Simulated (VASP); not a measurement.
# La2O3 (P1) in VASP: relaxation of cell and atoms with PBE

Aim: the relaxation of cell and atoms of La2O3 with PBE.

Program: VASP 6.6.1. These are calculated values, not measurements. Logs are shortened: lines on timing, memory, paths and dates and some standing lists are left out, and cuts for length are marked.

### Step 1. The cell of the first run

The typed cell holds 10 atoms: a = 3.266 Å, b = 6.509 Å, c = 11.303 Å, α = 88.54°, β = 90.95°, γ = 90.89°.

### Step 2. Relaxation of cell and atoms, PBE

INCAR reads:

```
PREC = Accurate
ENCUT = 600
EDIFF = 1E-7
ISMEAR = 0
SIGMA = 0.1
LREAL = False
LASPH = True
NELM = 100
ALGO = Normal
ISIF = 3
LWAVE = False
LCHARG = False
GGA = PE
IBRION = 2
NSW = 80
EDIFFG = -0.025
```

KPOINTS reads:

```
regular mesh
0
Gamma
  4 2 2
```

POSCAR reads:

```
La2O3
1.0
    0.0109195599      0.0357678272     -3.2653764176
    3.1825971046     -5.6777289930      0.0494657986
   -9.7158400009     -5.7747519477      0.0918034165
La O
4 6
Direct
    0.4705638676      0.4710122545      0.8723303155
    0.5092919742     -0.0123630055      0.3350188140
    0.4500962298      0.0251718196      0.6649027810
    0.5352281563      0.4682649916      0.1725186779
    1.0290028065      0.7586384649      0.7623826581
    0.0469796226      0.2457297239      0.2572344621
    0.9953589161      0.5277439652      0.9800455871
    0.9968321632      0.9936743895      0.4777128461
    0.9903020559      0.2470177310      0.7445872819
    0.9763442077      0.7751096653      0.2332665763
```

Potentials or basis: VASP PAW PBE potentials, release 64 (La, O).

Command:

```
$ cat potpaw_PBE.64/La/POTCAR potpaw_PBE.64/O/POTCAR > POTCAR
$ mpirun -np 1 vasp_std > vasp.out
```

OUTCAR:

```text
PREC = Accurate
   ENCUT = 600
   EDIFF = 1E-7
   ISMEAR = 0
   LREAL = False
   LASPH = True
   NELM = 100
   ISIF = 3
   GGA = PE
   IBRION = 2
   NSW = 80
   EDIFFG = -0.025

 ion  position               nearest neighbor table
   1  0.471  0.471  0.872-   7 2.03   7 2.12   9 2.58   5 2.65   9 2.71   4 3.40
   2  0.509  0.988  0.335-   8 2.25   8 2.34  10 2.40   6 2.42  10 2.49   6 2.56   4 3.59
   3  0.450  0.025  0.665-   9 2.31   9 2.44   5 2.45   8 2.57   5 2.78   8 2.80
   4  0.535  0.468  0.173-   6 2.34   6 2.40  10 2.55   7 2.68   7 2.80   1 3.40   2 3.59
   5  0.029  0.759  0.762-   3 2.45   1 2.65   3 2.78
   6  0.047  0.246  0.257-   4 2.34   4 2.40   2 2.42   2 2.56
   7  0.995  0.528  0.980-   1 2.03   1 2.12   4 2.68   4 2.80
   8  0.997  0.994  0.478-   2 2.25   2 2.34   3 2.57   3 2.80
   9  0.990  0.247  0.745-   3 2.31   3 2.44   1 2.58   1 2.71
  10  0.976  0.775  0.233-   2 2.40   2 2.49   4 2.55

  LATTYP: Found a triclinic cell.
 ALAT       =     7.2368747117
 B/A-ratio  =     0.4512432083
 C/A-ratio  =     1.7823814841
 COS(alpha) =     0.0067081552
 COS(beta)  =     0.4368635552
 COS(gamma) =     0.4372857534

  Lattice vectors:

 A1 = (   3.1935166645,  -5.6419611658,  -3.2159106190)
 A2 = (   0.0109195599,   0.0357678272,  -3.2653764176)
 A3 = (  12.8984371055,   0.0970229547,  -0.0423376179)

Analysis of symmetry for initial positions (statically):
=====================================================================
 Subroutine PRICEL returns:
 Original cell was already a primitive cell.

 Routine SETGRP: Setting up the symmetry group for a
 triclinic supercell.

 Subroutine GETGRP returns: Found  1 space group operations
 (whereof  1 operations were pure point group operations)
 out of a pool of  2 trial point group operations.

The static configuration has the point symmetry C_1 .

Analysis of symmetry for dynamics (positions and initial velocities):
=====================================================================
 Subroutine PRICEL returns:
 Original cell was already a primitive cell.

 Routine SETGRP: Setting up the symmetry group for a
 triclinic supercell.

 Subroutine GETGRP returns: Found  1 space group operations
 (whereof  1 operations were pure point group operations)
 out of a pool of  2 trial point group operations.

The dynamic configuration has the point symmetry C_1 .

 Subroutine INISYM returns: Found  1 space group operations
 (whereof  1 operations are pure point group operations),
 and found     1 'primitive' translations

----------------------------------------------------------------------------------------

                                     Primitive cell

  volume of cell :     240.1141

  direct lattice vectors                    reciprocal lattice vectors
     0.010919560  0.035767827 -3.265376418    -0.000981126 -0.003218366 -0.306281941
     3.182597105 -5.677728993  0.049465799     0.078518731 -0.132124149 -0.001184673
    -9.715840001 -5.774751948  0.091803416    -0.077205597 -0.043283245 -0.000732289

  length of vectors
     3.265590563  6.509068882 11.302819774     0.306300421  0.153699009  0.088513726

  position of ions in fractional coordinates (direct lattice)
     0.470563868  0.471012255  0.872330316
     0.509291974  0.987636995  0.335018814
     0.450096230  0.025171820  0.664902781
     0.535228156  0.468264992  0.172518678
     0.029002807  0.758638465  0.762382658
     0.046979623  0.245729724  0.257234462
     0.995358916  0.527743965  0.980045587
     0.996832163  0.993674390  0.477712846
     0.990302056  0.247017731  0.744587282
     0.976344208  0.775109665  0.233266576

  ion indices of the primitive-cell ions
   primitive index   ion index
                 1           1
                 2           2
                 3           3
                 4           4
                 5           5
                 6           6
                 7           7
                 8           8
                 9           9
                10          10

----------------------------------------------------------------------------------------

 KPOINTS: regular mesh

Automatic generation of k-mesh.
 Grid dimensions read from file:
 generate k-points for:    4    2    2

 Generating k-lattice:

  Cartesian coordinates                     Fractional coordinates (reciprocal lattice)
    -0.000245282 -0.000804591 -0.076570485     0.250000000  0.000000000  0.000000000
     0.039259366 -0.066062075 -0.000592337    -0.000000000  0.500000000  0.000000000
    -0.038602798 -0.021641622 -0.000366144     0.000000000 -0.000000000  0.500000000

  Length of vectors
     0.076575105  0.076849505  0.044256863

  Shift w.r.t. Gamma in fractional coordinates (k-lattice)
     0.000000000  0.000000000  0.000000000

 Subroutine IBZKPT returns following result:
 ===========================================

 Found     12 irreducible k-points:

 Following reciprocal coordinates:
            Coordinates               Weight
  0.000000  0.000000  0.000000      1.000000
  0.250000 -0.000000 -0.000000      2.000000
  0.500000 -0.000000 -0.000000      1.000000
 -0.000000  0.500000  0.000000      1.000000
  0.250000  0.500000  0.000000      2.000000
  0.500000  0.500000  0.000000      1.000000
  0.000000  0.000000  0.500000      1.000000
  0.250000  0.000000  0.500000      2.000000
  0.500000 -0.000000  0.500000      1.000000
  0.000000  0.500000  0.500000      1.000000
  0.250000  0.500000  0.500000      2.000000
  0.500000  0.500000  0.500000      1.000000
   k-points           NKPTS =     12   k-points in BZ     NKDIM =     12   number of bands    NBANDS=     48
   number of dos      NEDOS =    301   number of ions     NIONS =     10
   total plane-waves  NPLWV = 136080
   dimension x,y,z NGX =    28 NGY =   54 NGZ =   90
   dimension x,y,z NGXF=    56 NGYF=  108 NGZF=  180
   ions per type =               4   6
   NGX,Y,Z   is equivalent  to a cutoff of  14.25, 13.79, 13.24 a.u.
   NGXF,Y,Z  is equivalent  to a cutoff of  28.51, 27.58, 26.48 a.u.
 SYSTEM =  unknown system
   PREC   = accura    normal or accurate (medium, high low for compatibility)
   ISTART =      0    job   : 0-new  1-cont  2-samecut
   ICHARG =      2    charge: 1-file 2-atom 10-const
   ISPIN  =      1    spin polarized calculation?
   LNONCOLLINEAR =      F non collinear calculations
   LSORBIT =      F    spin-orbit coupling
   LASPH  =      T    aspherical Exc in radial PAW
   ENCUT  =  600.0 eV  44.10 Ry    6.64 a.u.   6.52 13.00 22.57*2*pi/ulx,y,z
   NELM   =    100;   NELMIN=  2; NELMDL= -5     # of ELM steps
   EDIFF  = 0.1E-06   stopping-criterion for ELM
   LREAL  =      F    real-space projection
   EDIFFG = -.3E-01   stopping-criterion for IOM
   NSW    =     80    number of steps for IOM
   IBRION =      2    ionic relax: 0-MD 1-quasi-New 2-CG
   NFREE  =      1    steps in history (QN), initial steepest desc. (CG)
   ISIF   =      3    stress and relaxation
   ISYM   =      2    0-nonsym 1-usesym 2-fastsym
   POTIM  = 0.5000    time-step for ionic-motion
   TEBEG  =    0.0;   TEEND  =   0.0 temperature during run
   PSTRESS=    0.0 pullay stress
   NELECT =      80.0000    total number of electrons
   NUPDOWN=      -1.0000    fix difference up-down
   EMIN   =  10.00;   EMAX   =-10.00  energy-range for DOS
   EFERMI =   0.00;   METHOD = LEGACY
   ISMEAR =     0;   SIGMA  =   0.10  broadening in eV -4-tet -1-fermi 0-gaus
   EFERMI_NEDOS =   21; number of points for ismear=-14 and -15
   IALGO  =     38    algorithm
   IMIX   =      4    mixing-type and parameters
     AMIX     =   0.40;   BMIX     =  1.00
     AMIX_MAG =   1.60;   BMIX_MAG =  1.00
  volume/ion in A,a.u.               =      24.01       162.04
  Fermi-wavevector in a.u.,A,eV,Ry     =   1.134921  2.144690 17.524923  1.288045
  Thomas-Fermi vector in A             =   2.271625
   LORBIT       =      0    0 simple, 1 ext, 2 COOP (PROOUT), +10 PAW based schemes
   GGA     = PE    functional components
   LHFCALC =     F    Hartree Fock is set to
   AEXX    =    0.0000 exact exchange contribution
   IVDW    =     0    specifies the selected vdW correction
   LEPSILON=     F    determine dielectric tensor
   LRPA    =     F    only Hartree local field effects (RPA)
 conjugate gradient relaxation of ions
 non-spin polarized calculation
 Gauss-broadening in eV      SIGMA  =   0.10
  energy-cutoff  :      600.00
  volume of cell :      240.11
 maximum number of plane-waves:      8059
 NGX is ok and might be reduce to    28
   NGX = 13   NGY = 25   NGZ = 45

--------------------------------------- Ionic step        1  -------------------------------------------

 number of electron      79.9999998 magnetization

 Free energy of the ion-electron system (eV)
  ---------------------------------------------------
  ext. energy  EPLUGINS =         0.00000000
  ---------------------------------------------------
  free energy    TOTEN  =       -78.20320730 eV

  energy without entropy =      -78.20195231  energy(sigma->0) =      -78.20257980

------------------------ aborting loop because EDIFF is reached ----------------------------------------

  FORCE on cell =-STRESS in cart. coord.  units (eV):
  Direction    XX          YY          ZZ          XY          YZ          ZX
  --------------------------------------------------------------------------------------
  -------------------------------------------------------------------------------------
  Total       -1.8452252     -2.7605352     12.1354955      6.8293373     -1.4962545     -0.0603337
  in kB      -12.3123877    -18.4198547     80.9748995     45.5692066     -9.9838574     -0.4025809
  external PRESSURE =      16.7475524 kB  Pullay stress =       0.0000000 kB
[... 113 lines left out ...]
  FREE ENERGIE OF THE ION-ELECTRON SYSTEM (eV)
  ---------------------------------------------------
  free  energy   TOTEN  =       -80.4360234894 eV

  energy  without entropy=      -80.4360234894  energy(sigma->0) =      -80.43602349

[... ionic steps 4 to 23 ...]

--------------------------------------- Ionic step       24  -------------------------------------------

 number of electron      79.9999995 magnetization

------------------------ aborting loop because EDIFF is reached ----------------------------------------

  FORCE on cell =-STRESS in cart. coord.  units (eV):
  Direction    XX          YY          ZZ          XY          YZ          ZX
  --------------------------------------------------------------------------------------
  -------------------------------------------------------------------------------------
  Total       -0.0122894      0.0138145      0.1270257      0.0123606      0.0037685     -0.0121182
  in kB       -0.0854939      0.0961034      0.8836833      0.0859891      0.0262162     -0.0843029
  external PRESSURE =       0.2980976 kB  Pullay stress =       0.0000000 kB
[... 73 lines left out ...]
  energy  without entropy=      -81.5738811455  energy(sigma->0) =      -81.57388115

--------------------------------------- Ionic step       26  -------------------------------------------

 number of electron      79.9999995 magnetization

 Free energy of the ion-electron system (eV)
  ---------------------------------------------------
  ext. energy  EPLUGINS =         0.00000000
  ---------------------------------------------------
  free energy    TOTEN  =       -81.57443903 eV

  energy without entropy =      -81.57443903  energy(sigma->0) =      -81.57443903

 E-fermi :   3.6008     XC(G=0):  -8.2153

 val. band max:        3.1255542539   @ k =   0.5000  -0.0000  -0.0000
 cond. band min:       4.7491101278   @ k =   0.0000   0.0000   0.0000
 fundamental gap:      1.6235558740
 Fermi energy:         3.6008387090

 k-point     1 :       0.0000    0.0000    0.0000
  band No.  band energies     occupation
      1     -27.4284      2.00000
      2     -27.3652      2.00000
      3     -27.3022      2.00000
      4     -27.2361      2.00000
      5     -14.2568      2.00000
      6     -14.2447      2.00000
[... 638 lines left out ...]
  FREE ENERGIE OF THE ION-ELECTRON SYSTEM (eV)
  ---------------------------------------------------
  free  energy   TOTEN  =       -81.5744390280 eV

  energy  without entropy=      -81.5744390280  energy(sigma->0) =      -81.57443903

 reached required accuracy - stopping structural energy minimisation
```

Run time: 62 min. Hardware: 1 thread of Intel Xeon 6975P-C (Granite Rapids), shared host; peak memory 0.5 GiB.

Results:

```yaml
Free_energy: -81.5744 eV
Relaxed_volume: 23.05 Å³/atom
Relaxed_cell: a = 3.285 Å, b = 6.368 Å, c = 11.022 Å, α = 89.95°, β = 90.01°, γ = 90.01°
Space_group_after_relaxing_to_0.1_Å: P6/mmm (No. 191)
Energy_gained_by_relaxing: 337.1 meV/atom
Ionic_steps: 26
Pressure_after_relaxing: -0.1 GPa
Largest_force_after_relaxing: 0.024 eV/Å
Band_gap_on_the_k_mesh: 1.62 eV (least direct gap 2.07 eV)
```

Forces on the atoms (eV/Å):
```
La  -0.004  0.005 -0.009
La  -0.008  0.012  0.019
La  -0.019  0.013 -0.004
La  -0.004 -0.005  0.012
O    0.006  0.003 -0.023
O    0.021  0.002  0.000
O    0.016  0.000  0.006
O   -0.013 -0.016 -0.013
O    0.004 -0.012 -0.006
O    0.002 -0.002  0.019
```

The path:
```tsv
step	energy change (eV)	largest force (eV/Å)	pressure (GPa)	volume (Å³)
1	0.0000	7.9361	1.67	240.11
2	-1.9297	2.2254	-5.58	248.27
3	-2.2328	1.9619	-4.48	245.87
4	-2.7738	1.2681	3.37	225.25
5	-2.8180	1.2130	1.42	229.37
6	-3.1107	0.7598	0.63	230.47
7	-3.1382	1.0625	0.43	230.91
8	-3.2578	0.4852	-0.79	233.33
9	-3.2779	0.3291	-1.44	234.81
10	-3.3101	0.4814	1.12	228.49
11	-3.3156	0.4211	0.38	230.20
12	-3.3443	0.2397	0.36	229.73
13	-3.3533	0.3212	0.38	229.26
14	-3.3622	0.1111	-0.42	231.27
15	-3.3623	0.1063	-0.34	231.06
16	-3.3650	0.1133	0.24	229.99
17	-3.3656	0.0956	0.06	230.32
18	-3.3675	0.0585	0.04	230.33
19	-3.3679	0.0805	0.02	230.33
20	-3.3692	0.0476	-0.06	230.46
21	-3.3694	0.0437	-0.10	230.51
22	-3.3698	0.0490	0.15	229.99
23	-3.3699	0.0406	0.10	230.10
24	-3.3705	0.0317	0.03	230.31
25	-3.3707	0.0598	-0.02	230.46
26	-3.3712	0.0243	-0.07	230.54
```

Final structure:
```
CELL_PARAMETERS angstrom
0.00056 -0.00058 -3.28460
3.18092 -5.51645 0.00234
-9.54394 -5.51356 0.00219
ATOMIC_POSITIONS crystal
La 0.49354 0.50087 0.83330
La 0.50713 0.99944 0.33318
La 0.49334 0.00118 0.66652
La 0.50727 0.49945 0.16677
O 0.99112 0.75097 0.75048
O 0.00631 0.24926 0.25039
O 0.00110 0.49930 0.00016
O 0.99840 0.99955 0.49981
O 0.99317 0.25080 0.74951
O 0.00862 0.74918 0.24987
```

Caveat: the k points lie up to 0.49 Å⁻¹ apart in the final cell; spin-orbit coupling is left out, which moves the levels of the heavy elements.
